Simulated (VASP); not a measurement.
# Ti (Im-3m) in VASP: a series of runs

Runs on Ti. Level: r2SCAN. Tasks: single point.

Program: VASP 6.6.1. These are calculated values, not measurements. Logs are shortened: lines on timing, memory, paths and dates and some standing lists are left out, and cuts for length are marked.

## 1. The cell of the first run

Symmetry: Im-3m, No. 229, cubic system. Conventional cell: a = 3.282 Å, b = 3.282 Å, c = 3.282 Å, α = 90.00°, β = 90.00°, γ = 90.00°. Within 3.7 Å of Ti (site symmetry m-3m) lie 14 Ti at 2.84 to 3.28 Å.

This isn't the form of Ti at room conditions, which is hcp.

## 2. Single point, r2SCAN, collinear spin

The input, POSCAR:

```
Ti
1.0
   -1.6410000000      1.6410000000      1.6410000000
    1.6410000000     -1.6410000000      1.6410000000
    1.6410000000      1.6410000000     -1.6410000000
Ti
1
Direct
    0.0000000000      0.0000000000      0.0000000000
```

The input, INCAR.step1:

```
SYSTEM = Ti
ALGO = Normal ; EDIFF = 1E-4
ENCUT = 520 ; GGA = PE
ISMEAR = -1 ; ISPIN = 2
LASPH = .TRUE. ; LCHARG = .FALSE.
LMAXMIX = 4 ; LREAL = .FALSE.
LWAVE = .TRUE. ; MAGMOM = 1.55
NBANDS = 16 ; NELM = 150
NUPDOWN = 1.55 ; PREC = Accurate
SIGMA = 0.05
```

The input, INCAR.step2:

```
SYSTEM = Ti
ALGO = Normal ; EDIFF = 1E-7
ENCUT = 520 ; ISIF = 2
ISMEAR = -1 ; ISPIN = 2
ISTART = 1 ; LASPH = .TRUE.
LCHARG = .TRUE. ; LELF = .TRUE.
LMAXMIX = 4 ; LMIXTAU = .TRUE.
LORBIT = 11 ; LREAL = .FALSE.
LVHAR = .TRUE. ; LWAVE = .FALSE.
MAGMOM = 1.55 ; METAGGA = R2SCAN
NBANDS = 16 ; NELM = 150
NUPDOWN = 1.55 ; PREC = Accurate
SIGMA = 0.05
```

The input, KPOINTS:

```
k-points
0
G
  16 16 16
  0 0 0
```

Potentials or basis: VASP PAW PBE potentials, release 64 (Ti_sv).

On the command line:

```bash
$ cat potpaw_PBE.64/Ti_sv/POTCAR > POTCAR
$ cp INCAR.step1 INCAR
$ mpirun -np 1 vasp_std > vasp.out
$ cp INCAR.step2 INCAR
$ mpirun -np 1 vasp_std > vasp.out
```

OUTCAR:

```text
SYSTEM = Ti
   EDIFF = 1E-7
   ENCUT = 520
   ISIF = 2
   ISMEAR = -1
   ISPIN = 2
   ISTART = 1
   LASPH = .TRUE.
   LORBIT = 11
   LREAL = .FALSE.
   METAGGA = R2SCAN
   NELM = 150
   NUPDOWN = 1.55
   PREC = Accurate

 ion  position               nearest neighbor table
   1  0.000  0.000  0.000-

  LATTYP: Found a body centered cubic cell.
 ALAT       =     3.2820000000

  Lattice vectors:

 A1 = (  -1.6410000000,   1.6410000000,   1.6410000000)
 A2 = (   1.6410000000,  -1.6410000000,   1.6410000000)
 A3 = (   1.6410000000,   1.6410000000,  -1.6410000000)

Analysis of symmetry for initial positions (statically):
=====================================================================
 Subroutine PRICEL returns:
 Original cell was already a primitive cell.

 Routine SETGRP: Setting up the symmetry group for a
 body centered cubic supercell.

 Subroutine GETGRP returns: Found 48 space group operations
 (whereof 48 operations were pure point group operations)
 out of a pool of 48 trial point group operations.

The static configuration has the point symmetry O_h .

Analysis of symmetry for dynamics (positions and initial velocities):
=====================================================================
 Subroutine PRICEL returns:
 Original cell was already a primitive cell.

 Routine SETGRP: Setting up the symmetry group for a
 body centered cubic supercell.

 Subroutine GETGRP returns: Found 48 space group operations
 (whereof 48 operations were pure point group operations)
 out of a pool of 48 trial point group operations.

The dynamic configuration has the point symmetry O_h .

Analysis of structural, dynamic, and magnetic symmetry:
=====================================================================
 Subroutine PRICEL returns:
 Original cell was already a primitive cell.

 Routine SETGRP: Setting up the symmetry group for a
 body centered cubic supercell.

 Subroutine GETGRP returns: Found 48 space group operations
 (whereof 48 operations were pure point group operations)
 out of a pool of 48 trial point group operations.

The overall configuration has the point symmetry O_h .

 Subroutine INISYM returns: Found 48 space group operations
 (whereof 48 operations are pure point group operations),
 and found     1 'primitive' translations

----------------------------------------------------------------------------------------

                                     Primitive cell

  volume of cell :      17.6761

  direct lattice vectors                    reciprocal lattice vectors
    -1.641000000  1.641000000  1.641000000     0.000000000  0.304692261  0.304692261
     1.641000000 -1.641000000  1.641000000     0.304692261  0.000000000  0.304692261
     1.641000000  1.641000000 -1.641000000     0.304692261  0.304692261  0.000000000

  length of vectors
     2.842295375  2.842295375  2.842295375     0.430899928  0.430899928  0.430899928

  position of ions in fractional coordinates (direct lattice)
     0.000000000  0.000000000  0.000000000

  ion indices of the primitive-cell ions
   primitive index   ion index
                 1           1

----------------------------------------------------------------------------------------

 KPOINTS: k-points

Automatic generation of k-mesh.
 Grid dimensions read from file:
 generate k-points for:   16   16   16

 Generating k-lattice:

  Cartesian coordinates                     Fractional coordinates (reciprocal lattice)
     0.000000000  0.019043266  0.019043266     0.062500000  0.000000000  0.000000000
     0.019043266  0.000000000  0.019043266     0.000000000  0.062500000  0.000000000
     0.019043266  0.019043266  0.000000000     0.000000000  0.000000000  0.062500000

  Length of vectors
     0.026931245  0.026931245  0.026931245

  Shift w.r.t. Gamma in fractional coordinates (k-lattice)
     0.000000000  0.000000000  0.000000000

 Subroutine IBZKPT returns following result:
 ===========================================

 Found    145 irreducible k-points:

 Following reciprocal coordinates:
            Coordinates               Weight
  0.000000  0.000000  0.000000      1.000000
  0.062500  0.000000  0.000000     12.000000
  0.125000  0.000000  0.000000     12.000000
  0.187500  0.000000  0.000000     12.000000
  0.250000  0.000000  0.000000     12.000000
  0.312500  0.000000  0.000000     12.000000
[... 16 lines left out ...]
  0.187500  0.187500  0.000000     24.000000
  0.250000  0.187500 -0.000000     48.000000
 [... further k-points ...]
   k-points           NKPTS =    145   k-points in BZ     NKDIM =    145   number of bands    NBANDS=     16
   number of dos      NEDOS =    301   number of ions     NIONS =      1
   total plane-waves  NPLWV =  13824
   dimension x,y,z NGX =    24 NGY =   24 NGZ =   24
   dimension x,y,z NGXF=    48 NGYF=   48 NGZF=   48
   ions per type =               1
   NGX,Y,Z   is equivalent  to a cutoff of  14.04, 14.04, 14.04 a.u.
   NGXF,Y,Z  is equivalent  to a cutoff of  28.08, 28.08, 28.08 a.u.
 SYSTEM =  Ti
   PREC   = accura    normal or accurate (medium, high low for compatibility)
   ISTART =      1    job   : 0-new  1-cont  2-samecut
   ICHARG =      0    charge: 1-file 2-atom 10-const
   ISPIN  =      2    spin polarized calculation?
   LNONCOLLINEAR =      F non collinear calculations
   LSORBIT =      F    spin-orbit coupling
   LASPH  =      T    aspherical Exc in radial PAW
   ENCUT  =  520.0 eV  38.22 Ry    6.18 a.u.   5.28  5.28  5.28*2*pi/ulx,y,z
   NELM   =    150;   NELMIN=  2; NELMDL=  0     # of ELM steps
   EDIFF  = 0.1E-06   stopping-criterion for ELM
   LREAL  =      F    real-space projection
   EDIFFG = 0.1E-05   stopping-criterion for IOM
   NSW    =      0    number of steps for IOM
   IBRION =     -1    ionic relax: 0-MD 1-quasi-New 2-CG
   NFREE  =      0    steps in history (QN), initial steepest desc. (CG)
   ISIF   =      2    stress and relaxation
   ISYM   =      2    0-nonsym 1-usesym 2-fastsym
   POTIM  = 0.5000    time-step for ionic-motion
   TEBEG  =    0.0;   TEEND  =   0.0 temperature during run
   PSTRESS=    0.0 pullay stress
   NELECT =      12.0000    total number of electrons
   NUPDOWN=       1.5500    fix difference up-down
   EMIN   =  10.00;   EMAX   =-10.00  energy-range for DOS
   EFERMI =   0.00;   METHOD = LEGACY
   ISMEAR =    -1;   SIGMA  =   0.05  broadening in eV -4-tet -1-fermi 0-gaus
   EFERMI_NEDOS =   21; number of points for ismear=-14 and -15
   IALGO  =     38    algorithm
   IMIX   =      4    mixing-type and parameters
     AMIX     =   0.40;   BMIX     =  1.00
     AMIX_MAG =   1.60;   BMIX_MAG =  1.00
  volume/ion in A,a.u.               =      17.68       119.28
  Fermi-wavevector in a.u.,A,eV,Ry     =   1.438821  2.718977 28.166848  2.070205
  Thomas-Fermi vector in A             =   2.557745
   LORBIT       =     11    0 simple, 1 ext, 2 COOP (PROOUT), +10 PAW based schemes
   METAGGA = R2SCAN    functional components
   LHFCALC =     F    Hartree Fock is set to
   AEXX    =    0.0000 exact exchange contribution
   IVDW    =     0    specifies the selected vdW correction
   LEPSILON=     F    determine dielectric tensor
   LRPA    =     F    only Hartree local field effects (RPA)
 spin polarized calculation
  energy-cutoff  :      520.00
  volume of cell :       17.68
 maximum number of plane-waves:       490
 NGX is ok and might be reduce to    24
   NGX = 11   NGY = 11   NGZ = 11

 number of electron      12.0000001 magnetization       1.5500000

 Free energy of the ion-electron system (eV)
  ---------------------------------------------------
  ext. energy  EPLUGINS =         0.00000000
  ---------------------------------------------------
  free energy    TOTEN  =       -12.87097739 eV

  energy without entropy =      -12.86211556  energy(sigma->0) =      -12.86654648

 E-fermi :   7.9409     XC(G=0): -12.2582

 val. band max:        8.0704858541   @ k =   0.4375   0.0625   0.0000
 cond. band min:       7.9440944809   @ k =  -0.3125   0.4375   0.1250
 fundamental gap:     -0.1263913732
 Fermi energy:         8.0755238819

 spin component 1

 k-point     1 :       0.0000    0.0000    0.0000
  band No.  band energies     occupation
      1     -51.4213      1.00000
      2     -26.2477      1.00000
      3     -26.2477      1.00000
      4     -26.2477      1.00000
      5       0.9749      1.00000
      6       8.2646      0.02228
[... 8 lines left out ...]
     15      31.8335      0.00000
     16      34.9082      0.00000

 k-point     2 :       0.0625    0.0000    0.0000
  band No.  band energies     occupation
      1     -51.4163      1.00000
      2     -26.2749      1.00000
      3     -26.2561      1.00000
      4     -26.2478      1.00000
      5       1.1126      1.00000
      6       8.2007      0.07564
[... 8 lines left out ...]
     15      32.0115      0.00000
     16      33.4302      0.00000

 k-point     3 :       0.1250    0.0000    0.0000
  band No.  band energies     occupation
      1     -51.4020      1.00000
      2     -26.3520      1.00000
      3     -26.2800      1.00000
      4     -26.2480      1.00000
      5       1.5141      1.00000
      6       8.0234      0.73946
[... 8 lines left out ...]
     15      31.5966      0.00000
     16      31.6305      0.00000
[... 362 lines left out ...]
 k-point    23 :       0.1875    0.1875    0.0000
  band No.  band energies     occupation
      1     -51.3237      1.00000
      2     -26.7141      1.00000
      3     -26.4085      1.00000
      4     -26.2952      1.00000
      5       4.0292      1.00000
      6       7.2044      1.00000
[... 8 lines left out ...]
     15      31.0844      0.00000
     16      33.8113      0.00000

 k-point    24 :       0.2500    0.1875   -0.0000
  band No.  band energies     occupation
      1     -51.3035      1.00000
      2     -26.7834      1.00000
      3     -26.4651      1.00000
      4     -26.3038      1.00000
      5       4.7663      1.00000
      6       6.9620      1.00000
[... 8 lines left out ...]
     15      31.2185      0.00000
     16      34.4207      0.00000

 [... further k-points ...]

 spin component 2

 k-point     1 :       0.0000    0.0000    0.0000
  band No.  band energies     occupation
      1     -50.1788      1.00000
      2     -25.0167      1.00000
      3     -25.0166      1.00000
      4     -25.0166      1.00000
      5       2.3863      1.00000
      6      10.1604      0.00000
[... 8 lines left out ...]
     15      32.4142      0.00000
     16      36.7423      0.00000

 k-point     2 :       0.0625    0.0000    0.0000
  band No.  band energies     occupation
      1     -50.1741      1.00000
      2     -25.0422      1.00000
      3     -25.0242      1.00000
      4     -25.0170      1.00000
      5       2.5227      1.00000
      6      10.0957      0.00000
[... 8 lines left out ...]
     15      32.7054      0.00000
     16      35.0841      0.00000

 k-point     3 :       0.1250    0.0000    0.0000
  band No.  band energies     occupation
      1     -50.1606      1.00000
      2     -25.1145      1.00000
      3     -25.0456      1.00000
      4     -25.0180      1.00000
      5       2.9212      1.00000
      6       9.9166      0.00000
[... 8 lines left out ...]
     15      32.9414      0.00000
     16      33.3441      0.00000
[... 362 lines left out ...]
 k-point    23 :       0.1875    0.1875    0.0000
  band No.  band energies     occupation
      1     -50.0870      1.00000
      2     -25.4534      1.00000
      3     -25.1650      1.00000
      4     -25.0636      1.00000
      5       5.4319      1.00000
      6       8.6707      0.00000
[... 8 lines left out ...]
     15      32.3194      0.00000
     16      35.3312      0.00000

 k-point    24 :       0.2500    0.1875   -0.0000
  band No.  band energies     occupation
      1     -50.0681      1.00000
      2     -25.5185      1.00000
      3     -25.2173      1.00000
      4     -25.0722      1.00000
      5       6.1830      1.00000
      6       8.3782      0.00016
[... 8 lines left out ...]
     15      32.5179      0.00000
     16      35.8972      0.00000

 [... further k-points ...]

------------------------ aborting loop because EDIFF is reached ----------------------------------------

  FORCE on cell =-STRESS in cart. coord.  units (eV):
  Direction    XX          YY          ZZ          XY          YZ          ZX
  --------------------------------------------------------------------------------------
  -------------------------------------------------------------------------------------
  Total        0.2624538      0.2624538      0.2624538     -0.0000000      0.0000000     -0.0000000
  in kB       23.7890860     23.7890860     23.7890860     -0.0000000      0.0000000     -0.0000000
  external PRESSURE =      23.7890860 kB  Pullay stress =       0.0000000 kB

 VOLUME and BASIS-vectors are now :
 -----------------------------------------------------------------------------
  energy-cutoff  :      520.00
  volume of cell :       17.68
      direct lattice vectors                 reciprocal lattice vectors
    -1.641000000  1.641000000  1.641000000     0.000000000  0.304692261  0.304692261
     1.641000000 -1.641000000  1.641000000     0.304692261  0.000000000  0.304692261
     1.641000000  1.641000000 -1.641000000     0.304692261  0.304692261  0.000000000

 POSITION                                       TOTAL-FORCE (eV/Angst)
 -----------------------------------------------------------------------------------
      0.00000      0.00000      0.00000         0.000000      0.000000      0.000000
 -----------------------------------------------------------------------------------
    total drift:                               -0.000000      0.000000      0.000000

  FREE ENERGIE OF THE ION-ELECTRON SYSTEM (eV)
  ---------------------------------------------------
  free  energy   TOTEN  =       -12.8709773939 eV

  energy  without entropy=      -12.8621155636  energy(sigma->0) =      -12.86654648

 total charge

# of ion       s       p       d       tot
------------------------------------------
    1        2.236   6.129   1.859  10.225

 magnetization (x)

# of ion       s       p       d       tot
------------------------------------------
    1        0.014   0.087   0.986   1.086
```

Wall time 5.3 min (1 thread of AMD EPYC 9R45 (Zen 5), shared host); peak memory 0.17 GiB.

Results:

* Free energy: -12.8710 eV
* Pressure: 2.4 GPa
* Net moment: 1.55 μB per cell
* Site moments: Ti +1.09 μB
* Valence electrons inside the program's atomic spheres: Ti 10.22

Caveat: the PAW data sets were made with another functional, which shifts forces and pressure a little; the total moment is fixed, so each spin has its own Fermi level and the state may be an excited one.

## 3. Single point, r2SCAN, collinear spin

POSCAR is that of step 2.

The input, INCAR.step1:

```
ALGO     = Normal         # electronic algorithm
EDIFF    = 1E-4           # SCF threshold, eV
ENCUT    = 520            # plane-wave cutoff, eV
GGA      = PE             # functional
ISMEAR   = -1             # smearing method
ISPIN    = 2              # spin polarisation
LASPH    = True           # aspherical terms in the spheres
LCHARG   = False          # write CHGCAR
LMAXMIX  = 4              # l up to which the mixer works
LREAL    = False          # projectors in reciprocal space
LWAVE    = True           # write WAVECAR
MAGMOM   = 1.77           # initial moments
NBANDS   = 16             # bands
NELM     = 150            # most SCF steps
NUPDOWN  = 1.77           # fixed moment
PREC     = Accurate       # precision mode
SIGMA    = 0.05           # smearing width, eV
```

The input, INCAR.step2:

```
ALGO     = Normal         # electronic algorithm
EDIFF    = 1E-7           # SCF threshold, eV
ENCUT    = 520            # plane-wave cutoff, eV
ISIF     = 2              # what is computed and relaxed
ISMEAR   = -1             # smearing method
ISPIN    = 2              # spin polarisation
ISTART   = 1            
LASPH    = True           # aspherical terms in the spheres
LCHARG   = True           # write CHGCAR
LELF     = True           # ELF
LMAXMIX  = 4              # l up to which the mixer works
LMIXTAU  = True         
LORBIT   = 11             # projections on sites
LREAL    = False          # projectors in reciprocal space
LVHAR    = True         
LWAVE    = False          # write WAVECAR
MAGMOM   = 1.77           # initial moments
METAGGA  = R2SCAN         # meta-GGA
NBANDS   = 16             # bands
NELM     = 150            # most SCF steps
NUPDOWN  = 1.77           # fixed moment
PREC     = Accurate       # precision mode
SIGMA    = 0.05           # smearing width, eV
```

The input, KPOINTS:

```
k-points
0
Gamma
  16 16 16
```

Potentials or basis: VASP PAW PBE potentials, release 64 (Ti_sv).

On the command line:

```bash
$ cat potpaw_PBE.64/Ti_sv/POTCAR > POTCAR
$ cp INCAR.step1 INCAR
$ mpirun -np 1 vasp_std > vasp.out
$ cp INCAR.step2 INCAR
$ mpirun -np 1 vasp_std > vasp.out
```

Wall time 5.1 min (1 thread of AMD EPYC 9R45 (Zen 5), shared host); peak memory 0.17 GiB.

Results (log left out):

```
Free energy                                           : -12.8381 eV
Pressure                                              : 3.9 GPa
Net moment                                            : 1.77 μB per cell
Site moments                                          : Ti +1.24 μB
Valence electrons inside the program's atomic spheres : Ti 10.24
```

Caveat: the cell stands under pressure; the PAW data sets were made with another functional, which shifts forces and pressure a little; the total moment is fixed, so each spin has its own Fermi level and the state may be an excited one.

## 4. Single point, r2SCAN, collinear spin

POSCAR is that of step 3.

The input, INCAR.step1:

```
SYSTEM = Ti
ALGO = Normal
EDIFF = 1E-4
ENCUT = 520
GGA = PE
ISMEAR = -1
ISPIN = 2
LASPH = .True.
LCHARG = .False.
LMAXMIX = 4
LREAL = .False.
LWAVE = .True.
MAGMOM = 2.12
NBANDS = 16
NELM = 150
NUPDOWN = 2.12
PREC = Accurate
SIGMA = 0.05
```

The input, INCAR.step2:

```
SYSTEM = Ti
ALGO = Normal
EDIFF = 1E-6
ENCUT = 520
ISIF = 2
ISMEAR = -1
ISPIN = 2
ISTART = 1
LASPH = .True.
LCHARG = .False.
LMAXMIX = 4
LMIXTAU = .True.
LORBIT = 11
LREAL = .False.
LWAVE = .False.
MAGMOM = 2.12
METAGGA = R2SCAN
NBANDS = 16
NELM = 150
NUPDOWN = 2.12
PREC = Accurate
SIGMA = 0.05
```

The input, KPOINTS:

```
k-points
0
Gamma
  16 16 16
  0 0 0
```

On the command line:

```bash
$ cat potpaw_PBE.64/Ti_sv/POTCAR > POTCAR
$ cp INCAR.step1 INCAR
$ mpirun -np 1 vasp_std > vasp.out
$ cp INCAR.step2 INCAR
$ mpirun -np 1 vasp_std > vasp.out
```

Wall time 3.9 min (1 thread of AMD EPYC 9R45 (Zen 5), shared host); peak memory 0.17 GiB.

It converged, with:

| Property | Result |
| --- | --- |
| Free energy | -12.6445 eV |
| Pressure | 7.6 GPa |
| Net moment | 2.12 μB per cell |
| Site moments | Ti +1.48 μB |
| Valence electrons inside the program's atomic spheres | Ti 10.27 |

Caveat: the cell stands under pressure; the PAW data sets were made with another functional, which shifts forces and pressure a little; the total moment is fixed, so each spin has its own Fermi level and the state may be an excited one.

## 5. The runs side by side

| fixed moment (μB) | pressure (GPa) | moment (μB) |
| --- | --- | --- |
| 1.55 | 2.4 | 1.55 |
| 1.77 | 3.9 | 1.77 |
| 2.12 | 7.6 | 2.12 |

Alike in all rows: task single point; level r2SCAN; potentials or basis VASP PAW PBE potentials, release 64 (Ti_sv); spin collinear; cell as given; k mesh 16 × 16 × 16; cutoff (eV) 520; smearing fermi-dirac 0.05 eV.

Caveats: the PAW data sets were made with another functional, which shifts forces and pressure a little; the total moment is fixed, so each spin has its own Fermi level and the state may be an excited one; the cell stands under pressure (at least some runs).

Absolute energies hang on the potentials; compare differences alone.
